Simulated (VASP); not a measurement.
A run of VASP 6.6.1 is set up as follows.

INCAR

```
  PREC = Accurate
  ENCUT = 520
  EDIFF = 1E-6
  ISMEAR = 0
  SIGMA = 0.1
  LREAL = False
  LASPH = True
  NELM = 80
  ALGO = Normal
  ISIF = 2
  LWAVE = False
  LCHARG = False
  GGA = PE
  NBANDS = 39
```

Contents of KPOINTS:

```
regular mesh
0
Gamma
  8 8 4
```

File POSCAR:

```
LaNbO
1.0
    3.6047544522      0.0000000000      0.0000000000
    0.0000000000      3.6047544522      0.0000000000
    0.0000000000      0.0000000000      8.4260449651
La Nb O
2 2 2
Direct
    0.5000000000      0.0000000000      0.8362668879
    0.0000000000      0.5000000000      0.1637331121
    0.0000000000      0.5000000000      0.5673898313
    0.5000000000      0.0000000000      0.4326101687
    0.0000000000      0.5000000000      0.8384567948
    0.5000000000      0.0000000000      0.1615432052
```

Potentials or basis: VASP PAW PBE potentials, release 64 (La, Nb_sv, O).

Launch:

```console
$ cat potpaw_PBE.64/La/POTCAR potpaw_PBE.64/Nb_sv/POTCAR potpaw_PBE.64/O/POTCAR > POTCAR
$ mpirun -np 1 vasp_std > vasp.out
```

**Question.** Estimate the band gap on the k mesh.

**Answer.** Zero (bands 30 and 31 overlap by 0.73 eV).

**Question.** What does it give for the pressure?

**Answer.** -0.3 GPa.

Forces on the atoms (eV/Å):
```
La   0.000  0.000 -0.009
La   0.000  0.000  0.009
Nb   0.000  0.000 -0.008
Nb   0.000  0.000  0.008
O    0.000  0.000  0.009
O    0.000  0.000 -0.009
```

Caveat: spin-orbit coupling is left out, which moves the levels of the heavy elements.
